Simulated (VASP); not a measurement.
Here is a VASP 6.6.1 calculation.

Contents of INCAR:

```
SYSTEM = Sn
ALGO = Normal
EDIFF = 1E-6
ENCUT = 500
GGA = PS
GGA_COMPAT = .FALSE.
ISIF = 2
ISMEAR = 1
LASPH = .TRUE.
LCHARG = .TRUE.
LELF = .TRUE.
LREAL = .FALSE.
LVHAR = .TRUE.
LWAVE = .FALSE.
NBANDS = 21
NELM = 120
PREC = Accurate
SIGMA = 0.01
```

The input KPOINTS:

```
k-points
0
G
  4 4 4
  0 0 0
```

POSCAR

```
Sn
1.0
    4.5726370000      0.0000000000      0.0000000000
    2.2863185000      3.9600198043      0.0000000000
    2.2863185000      1.3200066014      3.7335424763
Sn
2
Direct
    0.0000000000      0.0000000000      0.0000000000
    0.2500000000      0.2500000000      0.2500000000
```

Potentials or basis: VASP PAW PBE potentials, release 64 (Sn_d).

Command:

```console
$ cat potpaw_PBE.64/Sn_d/POTCAR > POTCAR
$ mpirun -np 1 vasp_std > vasp.out
```

(1) Estimate the band gap on the k mesh.

(2) Estimate the pressure.

Results:

(1) zero (band 14 reaches 5.72 eV, above the bottom of band 15 at 5.58 eV).

(2) 2.2 GPa.

Caveat: the k points lie up to 0.42 Å⁻¹ apart; the PAW data sets were made with another functional, which shifts forces and pressure a little; spin-orbit coupling is left out, which moves the levels of the heavy elements.
